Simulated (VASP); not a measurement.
A run of VASP 6.6.1 is set up as follows.

Contents of INCAR:

```
SYSTEM = Cs
PREC = Accurate ; ENCUT = 520
EDIFF = 1E-6 ; ISMEAR = 0
SIGMA = 0.15 ; LREAL = .FALSE.
LASPH = .TRUE. ; NELM = 60
ALGO = Fast ; ISIF = 2
LWAVE = .FALSE. ; LCHARG = .FALSE.
GGA = PE ; NBANDS = 10
```

KPOINTS

```
regular mesh
0
G
  12 12 12
  0 0 0
```

The input POSCAR:

```
Cs
1.0
   -2.9016000000      2.9016000000      2.7807000000
    2.9016000000     -2.9016000000      2.7807000000
    2.9016000000      2.9016000000     -2.7807000000
Cs
1
Direct
    0.0000000000      0.0000000000      0.0000000000
```

Potentials or basis: VASP PAW PBE potentials, release 64 (Cs_sv).

Run with:

```console
$ cat potpaw_PBE.64/Cs_sv/POTCAR > POTCAR
$ mpirun -np 1 vasp_std > vasp.out
```

Q: Estimate the pressure.

A: 0.6 GPa.

Caveat: the cell differs from its parent crystal (strain -0.040 along x and y, -0.080 along z).
